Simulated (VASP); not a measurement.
A run of VASP 6.6.1 is set up as follows.

Contents of POSCAR:

```
RbZr2P3
1.0
    3.8102813711      0.0000000000      0.0000000000
   -1.9051406855      3.2998004629      0.0000000000
    0.0000000000      0.0000000000     10.9599083390
Rb Zr P
1 2 3
Direct
    0.0000000000      0.0000000000      0.0000000000
    0.3333333333      0.6666666667      0.6466088581
    0.6666666667      0.3333333333      0.3533911419
    0.3333333333      0.6666666667      0.2276044375
    0.6666666667      0.3333333333      0.7723955625
    0.0000000000      0.0000000000      0.5000000000
```

The input INCAR.step1:

```
SYSTEM = RbZr2P3
ALGO     = Normal         ! electronic algorithm
EDIFF    = 1E-4           ! SCF threshold, eV
ENCUT    = 520            ! plane-wave cutoff, eV
GGA      = PE             ! functional
ISMEAR   = -1             ! smearing method
LASPH    = .TRUE.         ! aspherical terms in the spheres
LCHARG   = .FALSE.        ! write CHGCAR
LREAL    = .FALSE.        ! projectors in reciprocal space
LWAVE    = .TRUE.         ! write WAVECAR
NBANDS   = 33             ! bands
NELM     = 80             ! most SCF steps
PREC     = Accurate       ! precision mode
SIGMA    = 0.03           ! smearing width, eV
```

The input INCAR.step2:

```
SYSTEM = RbZr2P3
ALGO     = Normal         ! electronic algorithm
BPARAM   = 11.95        
CPARAM   = 0.0093       
EDIFF    = 1E-7           ! SCF threshold, eV
ENCUT    = 520            ! plane-wave cutoff, eV
ISIF     = 2              ! what is computed and relaxed
ISMEAR   = -1             ! smearing method
ISTART   = 1            
IVDW_NL  = 2            
LASPH    = .TRUE.         ! aspherical terms in the spheres
LCHARG   = .TRUE.         ! write CHGCAR
LELF     = .TRUE.         ! ELF
LMIXTAU  = .TRUE.       
LREAL    = .FALSE.        ! projectors in reciprocal space
LUSE_VDW = .TRUE.       
LVHAR    = .TRUE.       
LWAVE    = .FALSE.        ! write WAVECAR
METAGGA  = R2SCAN         ! meta-GGA
NBANDS   = 33             ! bands
NELM     = 80             ! most SCF steps
PREC     = Accurate       ! precision mode
SIGMA    = 0.03           ! smearing width, eV
```

The input KPOINTS:

```
k-points
0
G
  12 12 2
  0 0 0
```

Potentials or basis: VASP PAW PBE potentials, release 64 (Rb_sv, Zr_sv, P).

Command:

```console
$ cat potpaw_PBE.64/Rb_sv/POTCAR potpaw_PBE.64/Zr_sv/POTCAR potpaw_PBE.64/P/POTCAR > POTCAR
$ cp INCAR.step1 INCAR
$ mpirun -np 1 vasp_std > vasp.out
$ cp INCAR.step2 INCAR
$ mpirun -np 1 vasp_std > vasp.out
```

(1) What does it give for the pressure?

(2) Predict the band gap on the k mesh.

Results:

(1) 0.1 GPa.

(2) zero (bands 24 and 25 overlap by 0.54 eV).

Caveat: the PAW data sets were made with another functional, which shifts forces and pressure a little.
